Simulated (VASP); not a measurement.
Input of a VASP 6.6.1 run:

INCAR

```
ALGO = Normal
EDIFF = 1E-7
ENCUT = 520
GGA = PE
ISIF = 2
ISMEAR = 0
LASPH = True
LCHARG = False
LREAL = False
LWAVE = False
NBANDS = 10
NELM = 60
PREC = Accurate
SIGMA = 0.1
```

The input KPOINTS:

```
k-points
0
Gamma
  12 12 12
```

Contents of POSCAR:

```
Cs
1.0
    4.8830634583      0.0000000000      0.0000000000
    0.0000000000      4.8830634583      0.0000000000
    0.0000000000      0.0000000000      4.8830634583
Cs
1
Direct
    0.5000000000      0.5000000000      0.5000000000
```

Potentials or basis: VASP PAW PBE potentials, release 64 (Cs_sv).

The run is started by

```sh
$ cat potpaw_PBE.64/Cs_sv/POTCAR > POTCAR
$ mpirun -np 1 vasp_std > vasp.out
```

Task: Estimate the pressure.

Result: 0.2 GPa.

Task: Estimate the band gap on the k mesh.

Result: Zero (an odd number of electrons rules out a gap without spin polarisation).

Caveat: spin-orbit coupling is left out, which moves the levels of the heavy elements.
